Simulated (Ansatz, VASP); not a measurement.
LaTe: VASP beside Ansatz

The input INCAR:

```
ALGO = Normal
EDIFF = 1E-8
ENCUT = 520
ISIF = 2
ISMEAR = -1
LASPH = T
LCHARG = F
LEFG = T
LREAL = F
LWAVE = F
NBANDS = 16
NELM = 80
PREC = Accurate
SIGMA = 0.08
```

KPOINTS

```
k-points
0
Gamma
  10 10 10
```

Contents of POSCAR:

```
LaTe
1.0
    0.0642200000      3.2431100000      3.2431100000
    3.2431100000      0.0642200000      3.2431100000
    3.2431100000      3.2431100000      0.0642200000
La Te
1 1
Direct
    0.0000000000      0.0000000000      0.0000000000
    0.5000000000      0.5000000000      0.5000000000
```

Input for Ansatz:

```yaml
crystal:
  lattice:
    - [0.06422, 3.24311, 3.24311]
    - [3.24311, 0.06422, 3.24311]
    - [3.24311, 3.24311, 0.06422]
  atoms:
    - { symbol: La, position: [0.0, 0.0, 0.0] }
    - { symbol: Te, position: [0.5, 0.5, 0.5] }
kpoints:
  mp_grid: { grid: [10, 10, 10] }
scf:
  occupations: { method: fermi_dirac, width: 0.08 }
hamiltonian:
  xc: lda
  pseudopotentials: { kind: paw }
output:
  forces: true
  stress: true
  eigenvalues: true
  efg: { contact_densities: true }
```

Change from the starting cell: equal xy, yz and zx shear strains of +2 %, PAW files.

Alike in both runs: task electric field gradients; functional LDA; k mesh 10 × 10 × 10; occupations fermi-dirac, width 0.08 eV; no spin polarisation.

|  | VASP | Ansatz |
| --- | --- | --- |
| version | VASP 6.6.1 | Ansatz 0.2.0 |
| potentials or method | VASP PAW LDA potentials, release 64 (La, Te) | PAW with Ansatz's default frozen-core files, scalar-relativistic |
| plane-wave cutoff (eV) | 520 | 420 |
| valence electrons in the cell | 17 | 27 |

Ansatz gave:

| Property | Result |
| --- | --- |
| pressure (GPa) | -2.2 |
| traceless stress, the component that is largest in VASP (GPa) | -0.17 |
| size of Vzz on the site where it differs most (V/Å²) | 7.0 |

Q: Estimate VASP's values.

A: Pressure (GPa): -2.1; traceless stress, the component that is largest in VASP (GPa): -0.17; size of Vzz on the site where it differs most (V/Å²): 6.4.

LDA's correlation is that of Perdew and Zunger in VASP and of Perdew and Wang (1992) in Ansatz. VASP's potentials hold 17 valence electrons a cell and Ansatz's 27, so a difference there can come from the potentials and not from the codes.

Neither program's run includes spin-orbit coupling.
